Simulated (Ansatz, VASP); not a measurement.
## Sn in VASP and in Ansatz

```
CELL_PARAMETERS angstrom
-2.94014 2.94014 1.59930
2.94014 -2.94014 1.59930
2.94014 2.94014 -1.59930
ATOMIC_POSITIONS crystal
Sn 0.00000 0.00000 0.00000
Sn 0.75000 0.25000 0.50000
```

Alike in both runs: functional PBEsol; k mesh 7 × 7 × 7; occupations fermi-dirac, width 0.05 eV; no spin polarisation.

|  | VASP | Ansatz |
| --- | --- | --- |
| version | VASP 6.6.1 | Ansatz 0.2.0 |
| potentials or method | VASP PAW PBE potentials, release 64 (Sn_d), cutoff 520 eV | all-electron LAPW, scalar-relativistic |
| task | single point | band structure |

|  | VASP | Ansatz | Ansatz less VASP |
| --- | --- | --- | --- |
| gap on the k mesh at the Fermi level (eV) | none | none | - |
| pressure (GPa) | -1.7 | -1.6 | +0.05 |
| traceless stress, the component that is largest in VASP (GPa) | 0.42 | 0.41 | -0.011 |

VASP's potentials were made for PBE, not for PBEsol. A gap of «none» marks a metal or a gap that the smearing closes. Ansatz ran all-electron here, and VASP with PAW potentials.

Noted on Ansatz's run: the k mesh is thin for a metal, which can move the energy by tens of meV per atom.
